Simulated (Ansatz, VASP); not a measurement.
RbLiCO3: VASP beside Ansatz

File INCAR:

```
SYSTEM = RbLiCO3
PREC     = Accurate       ! precision mode
ENCUT    = 520            ! plane-wave cutoff, eV
EDIFF    = 1E-8           ! SCF threshold, eV
ISMEAR   = 0              ! smearing method
SIGMA    = 0.01           ! smearing width, eV
LREAL    = Auto         
LASPH    = .TRUE.         ! aspherical terms in the spheres
NELM     = 100            ! most SCF steps
ALGO     = Normal         ! electronic algorithm
ISIF     = 2              ! what is computed and relaxed
LWAVE    = .FALSE.        ! write WAVECAR
LCHARG   = .FALSE.        ! write CHGCAR
GGA      = PE             ! functional
LEFG     = .TRUE.       
NBANDS   = 86             ! bands
```

File KPOINTS:

```
regular mesh
0
G
  3 3 3
  0 0 0
```

File POSCAR:

```
RbLiCO3
1.0
    6.8490000000      0.0000000000      0.0000000000
    0.0000000000      7.1620000000      0.0000000000
   -3.6734405204      0.0000000000      6.8221292125
Rb Li C O
4 4 4 12
Direct
    0.8312083600      0.6411254329      0.6670925525
    0.1687916400      0.1411254329      0.8329074475
    0.1687916400      0.3588745671      0.3329074475
    0.8312083600      0.8588745671      0.1670925525
    0.4079408308      0.5710527803      0.8043241825
    0.5920591692      0.0710527803      0.6956758175
    0.5920591692      0.4289472197      0.1956758175
    0.4079408308      0.9289472197      0.3043241825
    0.3065765234      0.6686260080      0.0902755652
    0.6934234766      0.1686260080      0.4097244348
    0.6934234766      0.3313739920      0.9097244348
    0.3065765234      0.8313739920      0.5902755652
    0.2704898707      0.5279593017      0.9731506982
    0.7295101293      0.0279593017      0.5268493018
    0.7295101293      0.4720406983      0.0268493018
    0.2704898707      0.9720406983      0.4731506982
    0.1733762097      0.8081179157      0.0456231878
    0.8266237903      0.3081179157      0.4543768122
    0.8266237903      0.1918820843      0.9543768122
    0.1733762097      0.6918820843      0.5456231878
    0.4869108968      0.6667780463      0.2606403456
    0.5130891032      0.1667780463      0.2393596544
    0.5130891032      0.3332219537      0.7393596544
    0.4869108968      0.8332219537      0.7606403456
```

Input for Ansatz:

```yaml
crystal:
  lattice:
    - [6.849, 0.0, 0.0]
    - [0.0, 7.162, 0.0]
    - [-3.6734405204, 0.0, 6.8221292125]
  atoms:
    - { symbol: Rb, position: [0.83120836, 0.6411254329, 0.6670925525] }
    - { symbol: Rb, position: [0.16879164, 0.1411254329, 0.8329074475] }
    - { symbol: Rb, position: [0.16879164, 0.3588745671, 0.3329074475] }
    - { symbol: Rb, position: [0.83120836, 0.8588745671, 0.1670925525] }
    - { symbol: Li, position: [0.4079408308, 0.5710527803, 0.8043241825] }
    - { symbol: Li, position: [0.5920591692, 0.0710527803, 0.6956758175] }
    - { symbol: Li, position: [0.5920591692, 0.4289472197, 0.1956758175] }
    - { symbol: Li, position: [0.4079408308, 0.9289472197, 0.3043241825] }
    - { symbol: C, position: [0.3065765234, 0.668626008, 0.0902755652] }
    - { symbol: C, position: [0.6934234766, 0.168626008, 0.4097244348] }
    - { symbol: C, position: [0.6934234766, 0.331373992, 0.9097244348] }
    - { symbol: C, position: [0.3065765234, 0.831373992, 0.5902755652] }
    - { symbol: O, position: [0.2704898707, 0.5279593017, 0.9731506982] }
    - { symbol: O, position: [0.7295101293, 0.0279593017, 0.5268493018] }
    - { symbol: O, position: [0.7295101293, 0.4720406983, 0.0268493018] }
    - { symbol: O, position: [0.2704898707, 0.9720406983, 0.4731506982] }
    - { symbol: O, position: [0.1733762097, 0.8081179157, 0.0456231878] }
    - { symbol: O, position: [0.8266237903, 0.3081179157, 0.4543768122] }
    - { symbol: O, position: [0.8266237903, 0.1918820843, 0.9543768122] }
    - { symbol: O, position: [0.1733762097, 0.6918820843, 0.5456231878] }
    - { symbol: O, position: [0.4869108968, 0.6667780463, 0.2606403456] }
    - { symbol: O, position: [0.5130891032, 0.1667780463, 0.2393596544] }
    - { symbol: O, position: [0.5130891032, 0.3332219537, 0.7393596544] }
    - { symbol: O, position: [0.4869108968, 0.8332219537, 0.7606403456] }
kpoints:
  mp_grid: { grid: [3, 3, 3] }
scf:
  occupations: { method: fixed }
hamiltonian:
  xc: pbe
  pseudopotentials: { kind: paw }
output:
  forces: true
  efg:
    quadrupole_moments_barn: { Rb: 0.1335, Li: -0.0401, O: -0.02558 }
    contact_densities: true
  core_levels:
    shells: { O: "1s", C: "1s", Rb: "3d" }
    counted_from: valence_top
    eps_inf: [[2.277, 0.0, 0.129], [0.0, 2.425, 0.0], [0.129, 0.0, 2.446]]
```

Alike in both runs: task electric field gradients; functional PBE; k mesh 3 × 3 × 3; no spin polarisation.

|  | VASP | Ansatz |
| --- | --- | --- |
| version | VASP 6.6.1 | Ansatz 0.2.0 |
| potentials or method | VASP PAW PBE potentials, release 64 (Rb_sv, Li_sv, C, O) | plane-wave PAW, scalar-relativistic |
| plane-wave cutoff (eV) | 520 | 420 |
| occupations | gaussian, width 0.01 eV | fixed |
| valence electrons in the cell | 136 | 136 |

|  | VASP | Ansatz | Ansatz less VASP |
| --- | --- | --- | --- |
| gap on the k mesh at the Fermi level (eV) | 4.69 | 4.69 | +0.006 |
| rms of the force components (eV/Å) | 0.106 | 0.004 | -0.1028 |
| size of Vzz on the site where it differs most (V/Å²) | 35.1 | 25.6 | -9.54 |

Atom by atom the forces differ by 0.105 eV/Å (rms over components).

Noted on VASP's run: the cutoff is short for stress, so the pressure is rough.
